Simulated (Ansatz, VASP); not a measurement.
## Two plane-wave programs on SnSe

POSCAR

```
SnSe
1.0
    4.1978472110      0.0000000000      0.0000000000
    0.0000000000      4.1978472110      0.0000000000
    0.0000000000      0.0000000000     10.7663293357
Sn Se
2 2
Direct
    0.0000000000      0.5000000000      0.6277708900
    0.5000000000      0.0000000000      0.3722291100
    0.0000000000      0.5000000000      0.3839605100
    0.5000000000      0.0000000000      0.6160394900
```

Contents of INCAR.step1:

```
PREC = Accurate
ENCUT = 520
ISMEAR = -1
SIGMA = 0.05
LREAL = F
LASPH = T
NELM = 100
NBANDS = 28
GGA = PE
ALGO = Normal
EDIFF = 1E-4
LWAVE = T
LCHARG = F
```

File INCAR.step2:

```
PREC = Accurate
ENCUT = 520
EDIFF = 1E-7
ISMEAR = -1
SIGMA = 0.05
LREAL = F
LASPH = T
NELM = 100
ALGO = Normal
ISIF = 2
LWAVE = F
LCHARG = F
METAGGA = R2SCAN
LMIXTAU = T
NBANDS = 28
ISTART = 1
```

Contents of KPOINTS:

```
regular mesh
0
Gamma
  6 6 3
```

Contents of input.yaml:

```yaml
crystal:
  lattice:
    - [4.197847211, 0.0, 0.0]
    - [0.0, 4.197847211, 0.0]
    - [0.0, 0.0, 10.7663293357]
  atoms:
    - { symbol: Sn, position: [0.0, 0.5, 0.62777089] }
    - { symbol: Sn, position: [0.5, 0.0, 0.37222911] }
    - { symbol: Se, position: [0.0, 0.5, 0.38396051] }
    - { symbol: Se, position: [0.5, 0.0, 0.61603949] }
hamiltonian:
  xc: r2scan
  pseudopotentials: { kind: paw }
kpoints:
  mp_grid: { grid: [6, 6, 3] }
scf:
  occupations: { method: fermi_dirac, width: 0.05 }
output:
  forces: true
  stress: true
  eigenvalues: true
  write_density: true
  write_potential: true
  elf: true
  volumetric_format: npy
```

Alike in both runs: task single point; functional r2SCAN; k mesh 6 × 6 × 3; occupations fermi-dirac, width 0.05 eV; no spin polarisation.

```csv
,VASP,Ansatz
version,VASP 6.6.1,Ansatz 0.2.0
potentials or method,"VASP PAW PBE potentials, release 64 (Sn_d, Se)",Ansatz PAW
plane-wave cutoff (eV),520,500
valence electrons in the cell,40,60
```

Ansatz gave:

* gap on the k mesh at the Fermi level (eV): 1.64
* least direct gap on the mesh (eV): 1.70
* rms of the force components (eV/Å): 0.244

Task: Which values does VASP return?

Result: gap on the k mesh at the Fermi level (eV): 1.63; least direct gap on the mesh (eV): 1.69; rms of the force components (eV/Å): 0.253.

VASP's potentials were made for PBE, not for r2SCAN. Atom by atom the forces differ by 0.009 eV/Å (rms over components). With one functional, cell and mesh, what is left measures potentials, basis and numerics. VASP's potentials hold 40 valence electrons a cell and Ansatz's 60, so a difference there can come from the potentials and not from the codes.

Noted on Ansatz's run: odd divisions of the mesh miss points on the zone boundary, where band edges often lie, so the gap on the mesh can be too wide.
